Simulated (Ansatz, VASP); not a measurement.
## CdS: VASP beside Ansatz

```
Cd S
1.0
     0.06099    2.93921    2.93921
     2.93921    0.06099    2.93921
     3.00020    3.00020    0.00000
Cd S
1 1
Cartesian
  0.0000 0.0000 0.0270
  1.5001 1.5001 1.4427
```

Change from the starting cell: shear_xy strain +4.2%.

Alike in both runs: task single point; functional PBE; k mesh 8 × 8 × 8; occupations fermi-dirac, width 0.02 eV; no spin polarisation.

```csv
,VASP,Ansatz
version,VASP 6.6.1,Ansatz 0.2.0
potentials or method,"VASP PAW PBE potentials, release 64 (Cd, S)","plane waves, PAW"
plane-wave cutoff (eV),520,420
valence electrons in the cell,18,26
```

VASP gave:

* gap on the k mesh at the Fermi level (eV): 1.00
* pressure (GPa): 1.7
* traceless stress, the component that is largest in VASP (GPa): -1.05

Question: Estimate Ansatz's values.

Answer: gap on the k mesh at the Fermi level (eV): 1.00; pressure (GPa): 1.4; traceless stress, the component that is largest in VASP (GPa): -1.04.

The functional is the same, so the differences come from potentials, cutoffs and numerics. VASP's potentials hold 18 valence electrons a cell and Ansatz's 26, so a difference there can come from the potentials and not from the codes.
